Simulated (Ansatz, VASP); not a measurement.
**Two plane-wave programs on LaBPd3**

```xyz
5
Lattice="4.2570 0.0000 0.0000 0.0000 4.2570 0.0000 0.0000 0.0000 4.2570" Properties=species:S:1:pos:R:3 pbc="T T T"
La    0.0000    0.0000    0.0000
B     2.1285    2.1285    2.1285
Pd    0.0000    2.1285    2.1285
Pd    2.1285    0.0000    2.1285
Pd    2.1285    2.1285    0.0000
```

Alike in both runs: task single point; functional LDA; k mesh 6 × 6 × 6; occupations fermi-dirac, width 0.1 eV; no spin polarisation.

|  | VASP | Ansatz |
| --- | --- | --- |
| version | VASP 6.6.1 | Ansatz 0.2.0 |
| potentials or method | VASP PAW LDA potentials, release 64 (La, B, Pd), cutoff 520 eV | plane waves, PAW |
| valence electrons in the cell | 44 | 68 |

```csv
,VASP,Ansatz,Ansatz less VASP
pressure (GPa),6.7,6.3,-0.35
```

LDA's correlation is that of Perdew and Zunger in VASP and of Perdew and Wang (1992) in Ansatz. VASP's potentials hold 44 valence electrons a cell and Ansatz's 68, so a difference there can come from the potentials and not from the codes. Ansatz's warnings: stress scf threshold loose.

Neither program's run includes spin-orbit coupling.
